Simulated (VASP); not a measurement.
Runs of VASP 6.6.1 on AgCl. The structure is that of space group Fm-3m (No. 225), or close to it. The cells are those of the table. 

| cell | gap on the mesh (eV) | pressure (GPa) |
| --- | --- | --- |
| a = 3.736, b = 3.736, c = 3.685 Å, angles 60.4, 60.4, 59.1°, 2 atoms | 0.59 | (a) |
| a = 3.711, b = 3.711, c = 3.635 Å, angles 60.7, 60.7, 58.6°, 2 atoms | 0.56 | (b) |
| a = 3.761, b = 3.761, c = 3.736 Å, angles 60.2, 60.2, 59.6°, 2 atoms | 0.62 | 2.0 |
| a = 3.812, b = 3.812, c = 3.837 Å, angles 59.8, 59.8, 60.4°, 2 atoms | 0.60 | -1.7 |
| a = 3.837, b = 3.837, c = 3.887 Å, angles 59.6, 59.6, 60.9°, 2 atoms | 0.56 | -3.1 |

Alike in all rows: task single point; level LDA; potentials or basis VASP PAW LDA potentials, release 64 (Ag, Cl); no spin polarisation; k mesh 10 × 10 × 10; cutoff (eV) 520; smearing gaussian 0.05 eV.

**Question.** Fill in the values left out.

**Answer.** (a) 4.5; (b) 7.3.

A k mesh can miss the band edges, and the runs leave out spin-orbit coupling on Ag.
